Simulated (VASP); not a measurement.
Crystal: BW3.

```xyz
4
Lattice="0.0000 3.1301 3.1301 3.1301 0.0000 3.1301 3.1301 3.1301 0.0000" Properties=species:S:1:pos:R:3 pbc="T T T"
B     0.0000    0.0000    0.0000
W     1.5651    1.5651    1.5651
W     4.6952    4.6952    4.6952
W     3.1301    3.1301    3.1301
```

The cell was generated, and may not be a known phase.

```yaml
Program: VASP 6.6.1
Task: relaxation of cell and atoms
Functional: PBE
Potentials_or_basis: VASP PAW PBE potentials, release 64 (B, W_sv)
Cutoff: 600 eV
k_mesh: 6 × 6 × 6
Occupations: gaussian, width 0.1 eV
Spin: no spin polarisation
```

At the start: pressure -17.9 GPa; volume 15.33 Å³/atom.

Task: How do energy, volume and symmetry change on relaxing?

Result: Over 4 steps the energy falls by 68.5 meV/atom and the volume is 14.20 Å³/atom (-7.4 %); space group Fm-3m (No. 225, to 0.1 Å) before and after.

Step by step:
```tsv
step	energy change (eV)	largest force (eV/Å)	pressure (GPa)	volume (Å³)
1	0.0000	0.0000	-17.87	61.34
2	1.5065	0.0000	71.04	47.37
3	-0.2728	0.0000	-1.42	57.04
4	-0.2740	0.0000	-0.31	56.80
```

Final structure:
```
B W
1.0
     0.00000    3.05094    3.05094
     3.05094    0.00000    3.05094
     3.05094    3.05094    0.00000
B W
1 3
Direct
  0.00000 0.00000 0.00000
  0.25000 0.25000 0.25000
  0.75000 0.75000 0.75000
  0.50000 0.50000 0.50000
```
